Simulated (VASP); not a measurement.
# AlGa3Sb4 (P-4m2) in VASP: further runs, part 2 of 2

VASP 6.6.1.

**3. Single point, PBE**

INCAR

```
SYSTEM = AlGa3Sb4
PREC = Accurate
ENCUT = 500
EDIFF = 1E-6
ISMEAR = 0
SIGMA = 0.2
LREAL = .FALSE.
LASPH = .TRUE.
NELM = 120
ALGO = Normal
ISIF = 2
LWAVE = .FALSE.
LCHARG = .FALSE.
GGA = PE
NBANDS = 41
GGA_COMPAT = .FALSE.
```

KPOINTS

```
Automatic mesh
0
G
  6 6 2
  0 0 0
```

POSCAR

```
AlGa3Sb4
1.0
    4.3982797000      0.0000000000      0.0000000000
    0.0000000000      4.3982797000      0.0000000000
    0.0000000000      0.0000000000     12.4213562000
Al Ga Sb
1 3 4
Direct
    0.0000000000      0.0000000000      0.5000000000
    0.0000000000      0.0000000000      0.0000000000
    0.5000000000      0.5000000000      0.2495650000
    0.5000000000      0.5000000000      0.7504350000
    0.5000000000      0.0000000000      0.1248070000
    0.0000000000      0.5000000000      0.3747940000
    0.5000000000      0.0000000000      0.6252060000
    0.0000000000      0.5000000000      0.8751930000
```

Potentials or basis: VASP PAW PBE potentials, release 64 (Al, Ga_d, Sb).

Launch:

```sh
> cat potpaw_PBE.64/Al/POTCAR potpaw_PBE.64/Ga_d/POTCAR potpaw_PBE.64/Sb/POTCAR > POTCAR
> mpirun -np 1 vasp_std > vasp.out
```

OUTCAR:

```text
SYSTEM = AlGa3Sb4
   PREC = Accurate
   ENCUT = 500
   EDIFF = 1E-6
   ISMEAR = 0
   LREAL = .FALSE.
   LASPH = .TRUE.
   NELM = 120
   ISIF = 2
   GGA = PE

 ion  position               nearest neighbor table
   1  0.000  0.000  0.500-   6 2.69   7 2.69   6 2.69   7 2.69
   2  0.000  0.000  0.000-   5 2.69   8 2.69   8 2.69   5 2.69
   3  0.500  0.500  0.250-   5 2.69   5 2.69   6 2.69   6 2.69
   4  0.500  0.500  0.750-   8 2.69   8 2.69   7 2.69   7 2.69
   5  0.500  0.000  0.125-   3 2.69   3 2.69   2 2.69   2 2.69
   6  0.000  0.500  0.375-   1 2.69   1 2.69   3 2.69   3 2.69
   7  0.500  0.000  0.625-   1 2.69   1 2.69   4 2.69   4 2.69
   8  0.000  0.500  0.875-   4 2.69   4 2.69   2 2.69   2 2.69

  LATTYP: Found a simple tetragonal cell.
[... 1084 lines left out ...]
  in kB        1.7085405      1.7085405      0.4081837      0.0000000      0.0000000      0.0000000
  external PRESSURE =       1.2750883 kB  Pullay stress =       0.0000000 kB

 VOLUME and BASIS-vectors are now :
 -----------------------------------------------------------------------------
  energy-cutoff  :      500.00
  volume of cell :      240.29
      direct lattice vectors                 reciprocal lattice vectors
     4.398279700  0.000000000  0.000000000     0.227361620  0.000000000  0.000000000
     0.000000000  4.398279700  0.000000000     0.000000000  0.227361620  0.000000000
     0.000000000  0.000000000 12.421356200     0.000000000  0.000000000  0.080506507

 POSITION                                       TOTAL-FORCE (eV/Angst)
 -----------------------------------------------------------------------------------
      0.00000      0.00000      6.21068        -0.000000      0.000000     -0.000000
      0.00000      0.00000      0.00000        -0.000000      0.000000     -0.000000
      2.19914      2.19914      3.09994         0.000000     -0.000000      0.000017
      2.19914      2.19914      9.32142        -0.000000      0.000000     -0.000017
      2.19914      0.00000      1.55027        -0.000000      0.000000     -0.000625
      0.00000      2.19914      4.65545        -0.000000      0.000000     -0.011763
      2.19914      0.00000      7.76591        -0.000000      0.000000      0.011763
      0.00000      2.19914     10.87108        -0.000000      0.000000      0.000625
 -----------------------------------------------------------------------------------
    total drift:                                0.000000     -0.000000      0.000000

  FREE ENERGIE OF THE ION-ELECTRON SYSTEM (eV)
  ---------------------------------------------------
  free  energy   TOTEN  =       -30.2830212941 eV

  energy  without entropy=      -30.2757318462  energy(sigma->0) =      -30.27937657
```

stdout:

```text
POSCAR found type information on POSCAR AlGaSb
 POSCAR found :  3 types and       8 ions
 scaLAPACK will be used
 LDA part: xc-table for (Slater+PW92), standard interpolation
 POSCAR, INCAR and KPOINTS ok, starting setup
 FFT: planning ... GRIDC
 FFT: planning ... GRID_SOFT
 FFT: planning ... GRID
 WAVECAR not read
 entering main loop
```

Run time: 2.2 min. Hardware: 1 thread of AMD EPYC 7R43 (Zen 3), shared host; peak memory 0.35 GiB.

What came out:

| Quantity | Value |
| --- | --- |
| Free energy | -30.2830 eV |
| Pressure | 0.1 GPa |
| Largest force | 0.012 eV/Å |

Forces in eV/Å, atoms in the order of the input:
```
Al   0.000  0.000  0.000
Ga   0.000  0.000  0.000
Ga   0.000  0.000  0.000
Ga   0.000  0.000  0.000
Sb   0.000  0.000 -0.001
Sb   0.000  0.000 -0.012
Sb   0.000  0.000  0.012
Sb   0.000  0.000  0.001
```

Stress tensor (GPa, compression positive):
```
0.17 0.00 0.00
0.00 0.17 0.00
0.00 0.00 0.04
```

Levels at points of the mesh, in eV from the Fermi level:
```
           k point  band 29  band 30  band 31  band 32  band 33  band 34
(0.00, 0.00, 0.00)    -0.13    -0.12    -0.12    -0.06     0.95     1.10
(0.50, 0.00, 0.00)    -1.15    -1.13    -1.13     0.22     0.58     1.87
(0.50, 0.50, 0.00)    -2.45    -2.45    -2.44     0.78     1.13     1.20
(0.00, 0.00, 0.50)    -0.77    -0.67    -0.67     0.81     0.96     1.38
(0.50, 0.00, 0.50)    -1.17    -1.16    -1.16     1.24     1.29     1.32
(0.50, 0.50, 0.50)    -2.74    -2.73    -2.73     1.69     1.88     1.90
```

Caveat: spin-orbit coupling is left out, which moves the levels of the heavy elements.
